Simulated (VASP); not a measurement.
# Ti (Cmme) in VASP: a series of runs

Ti is run at these levels: PBEsol; tasks: single point.

Program: VASP 6.6.1. These are calculated values, not measurements. Logs are shortened: lines on timing, memory, paths and dates and some standing lists are left out, and cuts for length are marked.

### 1 The cell of the first run

It takes space group Cmme (No. 67, orthorhombic). The conventional cell has a = 3.282 Å, b = 4.641 Å, c = 4.641 Å, α = 90.00°, β = 90.00°, γ = 90.00°. Within 3.5 Å of Ti (site symmetry mm2) lie 14 Ti at 2.64 to 3.46 Å.

### 2 Single point, PBEsol (atoms displaced along a vibrational mode)

Contents of INCAR:

```
  PREC = Accurate
  ENCUT = 520
  EDIFF = 1E-6
  ISMEAR = 0
  SIGMA = 0.15
  LREAL = F
  LASPH = T
  NELM = 80
  ALGO = Fast
  ISIF = 2
  LWAVE = F
  LCHARG = F
  GGA = PS
  NBANDS = 19
```

Contents of KPOINTS:

```
regular mesh
0
Gamma
  18 18 10
```

Contents of POSCAR:

```
Ti
1.0
   -1.6410000000      1.6410000000      1.6410000000
    1.6410000000     -1.6410000000      1.6410000000
    3.2820000000      3.2820000000      0.0000000000
Ti
2
Direct
    0.0000000000      0.0000000000      0.0269312455
    0.5000000000      0.5000000000      0.4730687545
```

Potentials or basis: VASP PAW PBE potentials, release 64 (Ti_sv).

Started as:

```console
$ cat potpaw_PBE.64/Ti_sv/POTCAR > POTCAR
$ mpirun -np 1 vasp_std > vasp.out
```

OUTCAR:

```text
PREC = Accurate
   ENCUT = 520
   EDIFF = 1E-6
   ISMEAR = 0
   LREAL = F
   LASPH = T
   NELM = 80
   ISIF = 2
   GGA = PS

 ion  position               nearest neighbor table
   1  0.000  0.000  0.027-   2 2.64   2 2.64
   2  0.500  0.500  0.473-   1 2.64   1 2.64

  LATTYP: Found a base centered orthorhombic cell.
 ALAT       =     3.2820000000
 B/A-ratio  =     1.4142135624
 C/A-ratio  =     1.4142135624

  Lattice vectors:

 A1 = (  -1.6410000000,   1.6410000000,   1.6410000000)
 A2 = (   1.6410000000,  -1.6410000000,   1.6410000000)
 A3 = (   3.2820000000,   3.2820000000,   0.0000000000)

Analysis of symmetry for initial positions (statically):
=====================================================================
 Subroutine PRICEL returns:
 Original cell was already a primitive cell.

 Routine SETGRP: Setting up the symmetry group for a
 base centered orthorhombic supercell.

 Subroutine GETGRP returns: Found  8 space group operations
 (whereof  4 operations were pure point group operations)
 out of a pool of  8 trial point group operations.

The static configuration has the point symmetry C_2v.
 The point group associated with its full space group is D_2h.

Analysis of symmetry for dynamics (positions and initial velocities):
=====================================================================
 Subroutine PRICEL returns:
 Original cell was already a primitive cell.

 Routine SETGRP: Setting up the symmetry group for a
 base centered orthorhombic supercell.

 Subroutine GETGRP returns: Found  8 space group operations
 (whereof  4 operations were pure point group operations)
 out of a pool of  8 trial point group operations.

The dynamic configuration has the point symmetry C_2v.
 The point group associated with its full space group is D_2h.

 Subroutine INISYM returns: Found  8 space group operations
 (whereof  4 operations are pure point group operations),
 and found     1 'primitive' translations

----------------------------------------------------------------------------------------

                                     Primitive cell

  volume of cell :      35.3521

  direct lattice vectors                    reciprocal lattice vectors
    -1.641000000  1.641000000  1.641000000    -0.152346130  0.152346130  0.304692261
     1.641000000 -1.641000000  1.641000000     0.152346130 -0.152346130  0.304692261
     3.282000000  3.282000000  0.000000000     0.152346130  0.152346130  0.000000000

  length of vectors
     2.842295375  2.842295375  4.641448912     0.373170284  0.373170284  0.215449964

  position of ions in fractional coordinates (direct lattice)
     0.000000000  0.000000000  0.026931246
     0.500000000  0.500000000  0.473068754

  ion indices of the primitive-cell ions
   primitive index   ion index
                 1           1
                 2           2

----------------------------------------------------------------------------------------

 KPOINTS: regular mesh

Automatic generation of k-mesh.
 Grid dimensions read from file:
 generate k-points for:   18   18   10

 Generating k-lattice:

  Cartesian coordinates                     Fractional coordinates (reciprocal lattice)
    -0.008463674  0.008463674  0.016927348     0.055555556  0.000000000  0.000000000
     0.008463674 -0.008463674  0.016927348     0.000000000  0.055555556  0.000000000
     0.015234613  0.015234613  0.000000000     0.000000000  0.000000000  0.100000000

  Length of vectors
     0.020731682  0.020731682  0.021544996

  Shift w.r.t. Gamma in fractional coordinates (k-lattice)
     0.000000000  0.000000000  0.000000000

 Subroutine IBZKPT returns following result:
 ===========================================

 Found    546 irreducible k-points:

 Following reciprocal coordinates:
            Coordinates               Weight
  0.000000  0.000000  0.000000      1.000000
  0.055556  0.000000  0.000000      4.000000
  0.111111  0.000000  0.000000      4.000000
  0.166667  0.000000  0.000000      4.000000
  0.222222  0.000000  0.000000      4.000000
  0.277778  0.000000  0.000000      4.000000
[... 16 lines left out ...]
 -0.277778  0.055556  0.000000      4.000000
 -0.222222  0.055556  0.000000      4.000000
 [... further k-points ...]
   k-points           NKPTS =    546   k-points in BZ     NKDIM =    546   number of bands    NBANDS=     19
   number of dos      NEDOS =    301   number of ions     NIONS =      2
   total plane-waves  NPLWV =  20736
   dimension x,y,z NGX =    24 NGY =   24 NGZ =   36
   dimension x,y,z NGXF=    48 NGYF=   48 NGZF=   72
   ions per type =               2
   NGX,Y,Z   is equivalent  to a cutoff of  14.04, 14.04, 12.89 a.u.
   NGXF,Y,Z  is equivalent  to a cutoff of  28.08, 28.08, 25.79 a.u.
 SYSTEM =  unknown system
   PREC   = accura    normal or accurate (medium, high low for compatibility)
   ISTART =      0    job   : 0-new  1-cont  2-samecut
   ICHARG =      2    charge: 1-file 2-atom 10-const
   ISPIN  =      1    spin polarized calculation?
   LNONCOLLINEAR =      F non collinear calculations
   LSORBIT =      F    spin-orbit coupling
   LASPH  =      T    aspherical Exc in radial PAW
   ENCUT  =  520.0 eV  38.22 Ry    6.18 a.u.   5.28  5.28  8.63*2*pi/ulx,y,z
   NELM   =     80;   NELMIN=  2; NELMDL= -5     # of ELM steps
   EDIFF  = 0.1E-05   stopping-criterion for ELM
   LREAL  =      F    real-space projection
   EDIFFG = 0.1E-04   stopping-criterion for IOM
   NSW    =      0    number of steps for IOM
   IBRION =     -1    ionic relax: 0-MD 1-quasi-New 2-CG
   NFREE  =      0    steps in history (QN), initial steepest desc. (CG)
   ISIF   =      2    stress and relaxation
   ISYM   =      2    0-nonsym 1-usesym 2-fastsym
   POTIM  = 0.5000    time-step for ionic-motion
   TEBEG  =    0.0;   TEEND  =   0.0 temperature during run
   PSTRESS=    0.0 pullay stress
   NELECT =      24.0000    total number of electrons
   NUPDOWN=      -1.0000    fix difference up-down
   EMIN   =  10.00;   EMAX   =-10.00  energy-range for DOS
   EFERMI =   0.00;   METHOD = LEGACY
   ISMEAR =     0;   SIGMA  =   0.15  broadening in eV -4-tet -1-fermi 0-gaus
   EFERMI_NEDOS =   21; number of points for ismear=-14 and -15
   IALGO  =     68    algorithm
   IMIX   =      4    mixing-type and parameters
     AMIX     =   0.40;   BMIX     =  1.00
     AMIX_MAG =   1.60;   BMIX_MAG =  1.00
  volume/ion in A,a.u.               =      17.68       119.28
  Fermi-wavevector in a.u.,A,eV,Ry     =   1.438821  2.718977 28.166848  2.070205
  Thomas-Fermi vector in A             =   2.557745
   LORBIT       =      0    0 simple, 1 ext, 2 COOP (PROOUT), +10 PAW based schemes
   GGA     = PS    functional components
   LHFCALC =     F    Hartree Fock is set to
   AEXX    =    0.0000 exact exchange contribution
   IVDW    =     0    specifies the selected vdW correction
   LEPSILON=     F    determine dielectric tensor
   LRPA    =     F    only Hartree local field effects (RPA)
 non-spin polarized calculation
 RMM-DIIS sequential band-by-band and
 Gauss-broadening in eV      SIGMA  =   0.15
  energy-cutoff  :      520.00
  volume of cell :       35.35
 maximum number of plane-waves:       966
 NGX is ok and might be reduce to    24
   NGX = 11   NGY = 11   NGZ = 17

 number of electron      23.9999999 magnetization

 Free energy of the ion-electron system (eV)
  ---------------------------------------------------
  ext. energy  EPLUGINS =         0.00000000
  ---------------------------------------------------
  free energy    TOTEN  =       -16.39321358 eV

  energy without entropy =      -16.34558046  energy(sigma->0) =      -16.36939702

 E-fermi :   7.7492     XC(G=0): -11.5184

 val. band max:        7.7475377511   @ k =  -0.1111   0.0556   0.4000
 cond. band min:       7.7508600357   @ k =  -0.3333   0.1111   0.3000
 fundamental gap:      0.0033222846
 Fermi energy:         7.7492101313

 k-point     1 :       0.0000    0.0000    0.0000
  band No.  band energies     occupation
      1     -48.5494      2.00000
      2     -48.3833      2.00000
      3     -25.1868      2.00000
      4     -24.7471      2.00000
      5     -24.5075      2.00000
      6     -24.5058      2.00000
[... 11 lines left out ...]
     18      10.6547      0.00000
     19      10.7838      0.00000

 k-point     2 :       0.0556    0.0000    0.0000
  band No.  band energies     occupation
      1     -48.5463      2.00000
      2     -48.3827      2.00000
      3     -25.1810      2.00000
      4     -24.7551      2.00000
      5     -24.5160      2.00000
      6     -24.5152      2.00000
[... 11 lines left out ...]
     18      10.5760      0.00000
     19      10.9253      0.00000

 k-point     3 :       0.1111    0.0000    0.0000
  band No.  band energies     occupation
      1     -48.5372      2.00000
      2     -48.3809      2.00000
      3     -25.1642      2.00000
      4     -24.7801      2.00000
      5     -24.5507      2.00000
      6     -24.5362      2.00000
[... 11 lines left out ...]
     18      10.5378      0.00000
     19      11.0524      0.00000

 k-point     4 :       0.1667    0.0000    0.0000
  band No.  band energies     occupation
      1     -48.5229      2.00000
      2     -48.3787      2.00000
      3     -25.1383      2.00000
      4     -24.8229      2.00000
      5     -24.6116      2.00000
      6     -24.5599      2.00000
[... 407 lines left out ...]
     18      10.7416      0.00000
     19      10.9290      0.00000

 k-point    23 :      -0.2778    0.0556    0.0000
  band No.  band energies     occupation
      1     -48.4905      2.00000
      2     -48.3690      2.00000
      3     -25.0905      2.00000
      4     -24.9309      2.00000
      5     -24.7624      2.00000
      6     -24.5953      2.00000
[... 11 lines left out ...]
     18      10.5848      0.00000
     19      11.0684      0.00000

 k-point    24 :      -0.2222    0.0556    0.0000
  band No.  band energies     occupation
      1     -48.5100      2.00000
      2     -48.3710      2.00000
      3     -25.1202      2.00000
      4     -24.8648      2.00000
      5     -24.6895      2.00000
      6     -24.5802      2.00000
[... 11 lines left out ...]
     18      10.5224      0.00000
     19      11.2296      0.00000

 [... further k-points ...]

------------------------ aborting loop because EDIFF is reached ----------------------------------------

  FORCE on cell =-STRESS in cart. coord.  units (eV):
  Direction    XX          YY          ZZ          XY          YZ          ZX
  --------------------------------------------------------------------------------------
  -------------------------------------------------------------------------------------
  Total       -1.3232017     -1.3232017     -0.8073173      0.4782610      0.0000000     -0.0000000
  in kB      -59.9681868    -59.9681868    -36.5880382     21.6750346      0.0000000     -0.0000000
  external PRESSURE =     -52.1748039 kB  Pullay stress =       0.0000000 kB

 VOLUME and BASIS-vectors are now :
 -----------------------------------------------------------------------------
  energy-cutoff  :      520.00
  volume of cell :       35.35
      direct lattice vectors                 reciprocal lattice vectors
    -1.641000000  1.641000000  1.641000000    -0.152346130  0.152346130  0.304692261
     1.641000000 -1.641000000  1.641000000     0.152346130 -0.152346130  0.304692261
     3.282000000  3.282000000  0.000000000     0.152346130  0.152346130  0.000000000

 POSITION                                       TOTAL-FORCE (eV/Angst)
 -----------------------------------------------------------------------------------
      0.08839      0.08839      0.00000        -0.356288     -0.356288      0.000000
      1.55261      1.55261      1.64100         0.356288      0.356288     -0.000000
 -----------------------------------------------------------------------------------
    total drift:                               -0.000000     -0.000000     -0.000000

  FREE ENERGIE OF THE ION-ELECTRON SYSTEM (eV)
  ---------------------------------------------------
  free  energy   TOTEN  =       -16.3932135809 eV

  energy  without entropy=      -16.3455804573  energy(sigma->0) =      -16.36939702
```

It took 21 min on 1 thread of Intel Xeon 8259CL, shared host; peak memory 0.4 GiB.

What came out:

```
Free energy            : -16.3932 eV
Pressure               : -5.2 GPa
Largest force          : 0.504 eV/Å
Band gap on the k mesh : zero (bands 12 and 13 overlap by 1.07 eV)
```

Forces in eV/Å, atoms in the order of the input:
```
Ti  -0.356 -0.356  0.000
Ti   0.356  0.356  0.000
```

Stress tensor (GPa, compression positive):
```
-6.00  2.17  0.00
 2.17 -6.00  0.00
 0.00  0.00 -3.66
```

Caveat: the cell differs from its parent crystal (atoms displaced along a vibrational mode); the cell stands under tension; the PAW data sets were made with another functional, which shifts forces and pressure a little.

### 3 Single point, PBEsol (atoms displaced along a vibrational mode)

Contents of INCAR:

```
SYSTEM = Ti
PREC     = Accurate       ! precision mode
ENCUT    = 520            ! plane-wave cutoff, eV
EDIFF    = 1E-6           ! SCF threshold, eV
ISMEAR   = 0              ! smearing method
SIGMA    = 0.15           ! smearing width, eV
LREAL    = .False.        ! projectors in reciprocal space
LASPH    = .True.         ! aspherical terms in the spheres
NELM     = 80             ! most SCF steps
ALGO     = Fast           ! electronic algorithm
ISIF     = 2              ! what is computed and relaxed
LWAVE    = .False.        ! write WAVECAR
LCHARG   = .False.        ! write CHGCAR
GGA      = PS             ! functional
NBANDS   = 19             ! bands
```

Contents of KPOINTS:

```
regular mesh
0
Gamma
  18 18 10
  0 0 0
```

Contents of POSCAR:

```
Ti
1.0
   -1.6410000000      1.6410000000      1.6410000000
    1.6410000000     -1.6410000000      1.6410000000
    3.2820000000      3.2820000000      0.0000000000
Ti
2
Direct
    0.0000000000      0.0000000000      0.0161587473
    0.5000000000      0.5000000000      0.4838412527
```

Potentials or basis: VASP PAW PBE potentials, release 64 (Ti_sv).

Started as:

```console
$ cat potpaw_PBE.64/Ti_sv/POTCAR > POTCAR
$ mpirun -np 1 vasp_std > vasp.out
```

Run time: 22 min. Hardware: 1 thread of Intel Xeon 8259CL, shared host; peak memory 0.4 GiB.

Results (log left out):

* Free energy: -16.4281 eV
* Pressure: -6.4 GPa
* Largest force: 0.224 eV/Å
* Band gap on the k mesh: zero (bands 12 and 13 overlap by 1.18 eV)

Forces on the atoms (eV/Å):
```
Ti  -0.158 -0.158  0.000
Ti   0.158  0.158  0.000
```

Stress tensor (GPa, compression positive):
```
-6.56  0.98  0.00
 0.98 -6.56  0.00
 0.00  0.00 -5.96
```

Levels at points of the mesh, in eV from the Fermi level:
```csv
k point,band 10,band 11,band 12,band 13,band 14,band 15
"(0.00, 0.00, 0.00)",-2.43,-0.41,0.72,0.94,1.01,1.42
"(0.50, 0.00, 0.00)",-1.74,-0.53,-0.53,0.00,0.00,2.53
"(0.50, 0.50, 0.00)",-2.06,-2.03,-0.40,1.13,2.75,3.00
"(0.00, 0.00, 0.50)",-3.99,-0.01,0.04,0.46,0.97,1.97
"(0.50, 0.00, 0.50)",-2.40,-0.37,-0.37,1.12,1.12,2.70
"(0.50, 0.50, 0.50)",-1.49,-1.17,-0.80,0.81,1.63,1.70
```

Caveat: the cell differs from its parent crystal (atoms displaced along a vibrational mode); the cell stands under tension; the PAW data sets were made with another functional, which shifts forces and pressure a little.

### 4 Single point, PBEsol (atoms displaced along a vibrational mode)

Contents of INCAR:

```
PREC = Accurate
ENCUT = 520
EDIFF = 1E-7
ISMEAR = 0
SIGMA = 0.15
LREAL = F
LASPH = T
NELM = 60
ALGO = Fast
ISIF = 2
LWAVE = F
LCHARG = F
GGA = PS
NBANDS = 19
```

Contents of KPOINTS:

```
regular mesh
0
Gamma
  18 18 10
```

Contents of POSCAR:

```
Ti
1.0
   -1.6410000000      1.6410000000      1.6410000000
    1.6410000000     -1.6410000000      1.6410000000
    3.2820000000      3.2820000000      0.0000000000
Ti
2
Direct
    0.0000000000      0.0000000000     -0.0430899928
    0.5000000000      0.5000000000      0.5430899928
```

Started as:

```console
$ cat potpaw_PBE.64/Ti_sv/POTCAR > POTCAR
$ mpirun -np 1 vasp_std > vasp.out
```

It took 34 min on 1 thread of Intel Xeon 8259CL, shared host; peak memory 0.4 GiB.

The run converged. Its results:

- Free energy: -16.2745 eV
- Pressure: -2.4 GPa
- Largest force: 1.098 eV/Å
- Band gap on the k mesh: zero (bands 12 and 13 overlap by 0.74 eV)

Forces on the atoms (eV/Å):
```
Ti   0.776  0.776  0.000
Ti  -0.776 -0.776  0.000
```

Stress tensor (GPa, compression positive):
```
-4.71  3.74  0.00
 3.74 -4.71  0.00
 0.00  0.00  2.31
```

Levels at points of the mesh, in eV from the Fermi level:
```
           k point  band 10  band 11  band 12  band 13  band 14  band 15
(0.00, 0.00, 0.00)    -2.57    -0.61     0.32     0.72     1.22     1.93
(0.50, 0.00, 0.00)    -1.82    -0.51    -0.51     0.17     0.17     2.51
(0.50, 0.50, 0.00)    -2.21    -2.02    -0.57     1.23     2.78     3.03
(0.00, 0.00, 0.50)    -3.85    -0.70    -0.36     0.87     1.31     1.59
(0.50, 0.00, 0.50)    -2.38    -0.32    -0.32     1.20     1.20     2.65
(0.50, 0.50, 0.50)    -1.53    -1.42    -0.49     0.19     1.68     2.36
```

Caveat: the cell differs from its parent crystal (atoms displaced along a vibrational mode); the PAW data sets were made with another functional, which shifts forces and pressure a little.

### 5 The runs side by side

| cell | further INCAR settings | gap on the mesh (eV) | pressure (GPa) | largest force (eV/Å) |
| --- | --- | --- | --- | --- |
| as given, atomic positions A | ALGO = Fast; EDIFF = 1e-06; NBANDS = 19 | none | -5.2 | 0.50 |
| as given, atomic positions B | ALGO = Fast; EDIFF = 1e-06; NBANDS = 19 | none | -6.4 | 0.22 |
| as given, atomic positions C | ALGO = Fast; EDIFF = 1e-07; NBANDS = 19 | none | -2.4 | 1.10 |

Alike in all rows: task single point; level PBEsol; potentials or basis VASP PAW PBE potentials, release 64 (Ti_sv); no spin polarisation; k mesh 18 × 18 × 10; cutoff (eV) 520; smearing gaussian 0.15 eV.

Caveats: the PAW data sets were made with another functional, which shifts forces and pressure a little; the cell stands under tension (at least some runs).

Absolute energies hang on the potentials; compare differences alone.
